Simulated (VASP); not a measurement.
Here is a VASP 6.6.1 calculation.

File INCAR:

```
SYSTEM = CeO2
PREC = Accurate
ENCUT = 520
EDIFF = 1E-6
ISMEAR = 0
SIGMA = 0.05
LREAL = .False.
LASPH = .True.
NELM = 60
ALGO = Normal
ISIF = 2
LWAVE = .False.
LCHARG = .True.
GGA = PS
IVDW = 12
LELF = .True.
LVHAR = .True.
NBANDS = 19
```

The input KPOINTS:

```
Automatic mesh
0
Gamma
  8 8 8
  0 0 0
```

Contents of POSCAR:

```
CeO2
1.0
    0.0000000000      2.7195990133      2.7195990133
    2.7195990133      0.0000000000      2.7195990133
    2.7195990133      2.7195990133      0.0000000000
Ce O
1 2
Direct
    0.0000000000      0.0000000000      0.0000000000
    0.2500000000      0.2500000000      0.2500000000
    0.7500000000      0.7500000000      0.7500000000
```

Potentials or basis: VASP PAW PBE potentials, release 64 (Ce, O).

Run with:

```console
$ cat potpaw_PBE.64/Ce/POTCAR potpaw_PBE.64/O/POTCAR > POTCAR
$ mpirun -np 1 vasp_std > vasp.out
```

Estimate the band gap on the k mesh.

1.91 eV (least direct gap 2.01 eV).

What does it give for the dispersion energy per atom?

-0.249 eV.

Predict the pressure.

-7.2 GPa.

Caveat: the cell stands under tension; the PAW data sets were made with another functional, which shifts forces and pressure a little; spin-orbit coupling is left out, which moves the levels of the heavy elements; semilocal functionals describe open f shells poorly, which spoils levels, moments and volumes. Spin polarisation is off, so any magnetic state and its effect on volume and gap are missing.
